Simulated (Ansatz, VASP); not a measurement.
**Two plane-wave programs on Si3N4**

INCAR

```
PREC = Accurate
ENCUT = 600
EDIFF = 1E-7
ISMEAR = -1
SIGMA = 0.05
LREAL = F
LASPH = T
NELM = 80
ALGO = Normal
ISIF = 3
LWAVE = F
LCHARG = F
GGA = RE
IBRION = 2
NSW = 60
EDIFFG = -0.01
```

The input KPOINTS:

```
regular mesh
0
Gamma
  7 7 7
```

Contents of POSCAR:

```
Si3N4
1.0
    4.1307800000      0.0000000000      0.0000000000
    0.0000000000      4.1307800000      0.0000000000
    0.0000000000      0.0000000000      4.1307800000
Si N
3 4
Direct
    0.0000000000      0.0000000000      0.5000000000
    0.5000000000      0.0000000000      0.0000000000
    0.0000000000      0.5000000000      0.0000000000
    0.2395200000      0.2395200000      0.7604800000
    0.7604800000      0.7604800000      0.7604800000
    0.2395200000      0.7604800000      0.2395200000
    0.7604800000      0.2395200000      0.2395200000
```

The input input.yaml:

```yaml
crystal:
  lattice:
    - [4.13078, 0.0, 0.0]
    - [0.0, 4.13078, 0.0]
    - [0.0, 0.0, 4.13078]
  atoms:
    - { symbol: Si, position: [0.0, 0.0, 0.5] }
    - { symbol: Si, position: [0.5, 0.0, 0.0] }
    - { symbol: Si, position: [0.0, 0.5, 0.0] }
    - { symbol: "N", position: [0.23952, 0.23952, 0.76048] }
    - { symbol: "N", position: [0.76048, 0.76048, 0.76048] }
    - { symbol: "N", position: [0.23952, 0.76048, 0.23952] }
    - { symbol: "N", position: [0.76048, 0.23952, 0.23952] }
hamiltonian:
  xc: revpbe
  pseudopotentials: { kind: paw }
kpoints:
  mp_grid: { grid: [7, 7, 7] }
scf:
  occupations: { method: fermi_dirac, width: 0.05 }
output:
  forces: true
  stress: true
  eigenvalues: true
relax:
  f_tol: 0.01
  max_steps: 40
  cell: { stress_tol: 0.05 }
```

Alike in both runs: task relaxation of cell and atoms; functional revPBE; k mesh 7 × 7 × 7; occupations fermi-dirac, width 0.05 eV; no spin polarisation.

|  | VASP | Ansatz |
| --- | --- | --- |
| version | VASP 6.6.1 | Ansatz 0.2.0 |
| potentials or method | VASP PAW PBE potentials, release 64 (Si, N) | Ansatz PAW |
| plane-wave cutoff (eV) | 600 | 420 |
| valence electrons in the cell | 32 | 32 |

```csv
,VASP,Ansatz,Ansatz less VASP
"gap on the k mesh at the Fermi level, each at its own relaxed structure (eV)",2.77,2.78,+0.009
relaxed volume (Å³/atom),10.17,10.20,+0.028
relaxed cell length with the largest relative difference (Å),4.144,4.148,+0.0038
```

VASP's potentials were made for PBE, not for revPBE.

Noted on Ansatz's run: odd divisions of the mesh miss points on the zone boundary, where band edges often lie, so the gap on the mesh can be too wide; the plane-wave basis is chosen anew once the cell has moved, so the energies of steps on either side of that aren't comparable.
